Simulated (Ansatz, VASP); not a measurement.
NbSnTe4 in VASP and in Ansatz

File INCAR:

```
  ALGO = Normal
  EDIFF = 1E-7
  ENCUT = 520
  GGA = PE
  ISIF = 2
  ISMEAR = 0
  LASPH = True
  LCHARG = True
  LELF = True
  LREAL = False
  LVHAR = True
  LWAVE = False
  NBANDS = 34
  NELM = 100
  PREC = Accurate
  SIGMA = 0.1
```

File KPOINTS:

```
k-points
0
Gamma
  4 4 2
```

POSCAR

```
NbSnTe4
1.0
    4.4092499400      0.0000000000      0.0000000000
    0.0000000000      4.4092499400      0.0000000000
    0.0000000000      0.0000000000      7.5999480400
Nb Sn Te
1 1 4
Direct
    0.0000000000      0.0000000000      0.0000000000
    0.5000000000      0.5000000000      0.5000000000
    0.5000000000      0.0000000000      0.0000000000
    0.0000000000      0.5000000000      0.0000000000
    0.0000000000      0.0000000000      0.2770000100
    0.0000000000      0.0000000000      0.7229999900
```

Input for Ansatz:

```yaml
crystal:
  lattice:
    - [4.40924994, 0.0, 0.0]
    - [0.0, 4.40924994, 0.0]
    - [0.0, 0.0, 7.59994804]
  atoms:
    - { symbol: Nb, position: [0.0, 0.0, 0.0] }
    - { symbol: Sn, position: [0.5, 0.5, 0.5] }
    - { symbol: Te, position: [0.5, 0.0, 0.0] }
    - { symbol: Te, position: [0.0, 0.5, 0.0] }
    - { symbol: Te, position: [0.0, 0.0, 0.27700001] }
    - { symbol: Te, position: [0.0, 0.0, 0.72299999] }
basis:
  ecutwfc: 420
kpoints:
  mp_grid: { grid: [4, 4, 2] }
hamiltonian:
  xc: pbe
scf:
  occupations: { method: gaussian, width: 0.1 }
  lower_state_search: "off"
output:
  forces: true
  stress: true
  eigenvalues: true
```

Change from the starting cell: species swapped into the RbAlF4 type (P4/mmm, No. 123).

Alike in both runs: task single point; functional PBE; k mesh 4 × 4 × 2; occupations gaussian, width 0.1 eV; no spin polarisation.

|  | VASP | Ansatz |
| --- | --- | --- |
| version | VASP 6.6.1 | Ansatz 0.2.0 |
| potentials or method | VASP PAW PBE potentials, release 64 (Nb_sv, Sn_d, Te), cutoff 520 eV | scalar-relativistic, plane waves, PAW |
| valence electrons in the cell | 51 | 91 |

|  | VASP | Ansatz | Ansatz less VASP |
| --- | --- | --- | --- |
| gap on the k mesh at the Fermi level (eV) | none | none | - |
| rms of the force components (eV/Å) | 6.169 | 6.181 | +0.0123 |

Atom by atom the forces differ by 0.012 eV/Å (rms over components). A gap of «none» marks a metal or a gap that the smearing closes. The functional is the same, so the differences come from potentials, cutoffs and numerics. VASP's potentials hold 51 valence electrons a cell and Ansatz's 91, so a difference there can come from the potentials and not from the codes.

The k mesh is coarse, so the values compare programs but aren't converged. Neither program's run includes spin-orbit coupling.
